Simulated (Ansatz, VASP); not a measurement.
# Ag in VASP and in Ansatz

```
CELL_PARAMETERS angstrom
2.92020 0.00000 0.00000
-1.46010 2.52897 0.00000
0.00000 0.00000 4.77398
ATOMIC_POSITIONS crystal
Ag 0.33333 0.66667 0.25000
Ag 0.66667 0.33333 0.75000
```

Change from the starting cell: volume scaled by 0.99.

Alike in both runs: task single point; functional LDA; k mesh 14 × 14 × 8; occupations fermi-dirac, width 0.05 eV; no spin polarisation.

|  | VASP | Ansatz |
| --- | --- | --- |
| version | VASP 6.6.1 | Ansatz 0.2.0 |
| potentials or method | VASP PAW LDA potentials, release 64 (Ag), cutoff 520 eV | all-electron LAPW, scalar-relativistic |

|  | VASP | Ansatz | Ansatz less VASP |
| --- | --- | --- | --- |
| pressure (GPa) | -9.7 | -9.8 | -0.15 |
| traceless stress, the component that is largest in VASP (GPa) | -0.25 | -0.24 | +0.008 |

LDA's correlation is that of Perdew and Zunger in VASP and of Perdew and Wang (1992) in Ansatz. Ansatz ran all-electron here, and VASP with PAW potentials.
